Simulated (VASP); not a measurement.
Write the native input for VASP 6.6.1 that does the following.

```
Task                   : single point
Functional             : r2SCAN
Potentials or basis    : VASP PAW PBE potentials, release 64 (Cs_sv, Pb_d, I, Br)
Cutoff                 : 520 eV
k mesh                 : 4 × 4 × 4
Occupations            : gaussian, width 0.01 eV
Spin                   : no spin polarisation
Dipole correction      : no
Further INCAR settings : ALGO = Normal; EDIFF = 1e-06; NBANDS = 30
```

CsPbI2Br:

```
Cs Pb I Br
1.0
     6.71902    0.00000    0.00000
     0.00000    6.71902    0.00000
     0.00000    0.00000    6.25363
Cs Pb I Br
1 1 2 1
Direct
  0.50000 0.50000 0.50000
  0.00000 0.00000 0.00000
  0.00000 0.50000 0.00000
  0.50000 0.00000 0.00000
  0.00000 0.00000 0.50000
```

This cell differs from its parent crystal: strain +5.6%.

The input as run:

POSCAR

```
CsPbI2Br
1.0
    6.7190189299      0.0000000000      0.0000000000
    0.0000000000      6.7190189299      0.0000000000
    0.0000000000      0.0000000000      6.2536300239
Cs Pb I Br
1 1 2 1
Direct
    0.5000000000      0.5000000000      0.5000000000
    0.0000000000      0.0000000000      0.0000000000
    0.0000000000      0.5000000000      0.0000000000
    0.5000000000      0.0000000000      0.0000000000
    0.0000000000      0.0000000000      0.5000000000
```

INCAR.step1

```
SYSTEM = CsPbI2Br
PREC = Accurate ; ENCUT = 520
ISMEAR = 0 ; SIGMA = 0.01
LREAL = .FALSE. ; LASPH = .TRUE.
NELM = 100 ; NBANDS = 30
GGA = PE ; ALGO = Normal
EDIFF = 1E-4 ; LWAVE = .TRUE.
LCHARG = .FALSE.
```

INCAR.step2

```
SYSTEM = CsPbI2Br
PREC = Accurate ; ENCUT = 520
EDIFF = 1E-6 ; ISMEAR = 0
SIGMA = 0.01 ; LREAL = .FALSE.
LASPH = .TRUE. ; NELM = 100
ALGO = Normal ; ISIF = 2
LWAVE = .FALSE. ; LCHARG = .FALSE.
METAGGA = R2SCAN ; LMIXTAU = .TRUE.
NBANDS = 30 ; ISTART = 1
```

KPOINTS

```
regular mesh
0
G
  4 4 4
  0 0 0
```

Potentials or basis: VASP PAW PBE potentials, release 64 (Cs_sv, Pb_d, I, Br).

The run is started by

```console
$ cat potpaw_PBE.64/Cs_sv/POTCAR potpaw_PBE.64/Pb_d/POTCAR potpaw_PBE.64/I/POTCAR potpaw_PBE.64/Br/POTCAR > POTCAR
$ cp INCAR.step1 INCAR
$ mpirun -np 1 vasp_std > vasp.out
$ cp INCAR.step2 INCAR
$ mpirun -np 1 vasp_std > vasp.out
```

It gave:

```
Pressure               : -2.0 GPa
Band gap on the k mesh : 2.17 eV
```

Caveat: the cell differs from its parent crystal (strain +5.6%); the PAW data sets were made with another functional, which shifts forces and pressure a little; spin-orbit coupling is left out, which moves the levels of the heavy elements.

Run time: 4.9 min on 1 thread of Intel(R) Xeon(R) Platinum 8559C (Emerald Rapids), with other jobs on the host, peak memory 0.47 GiB.
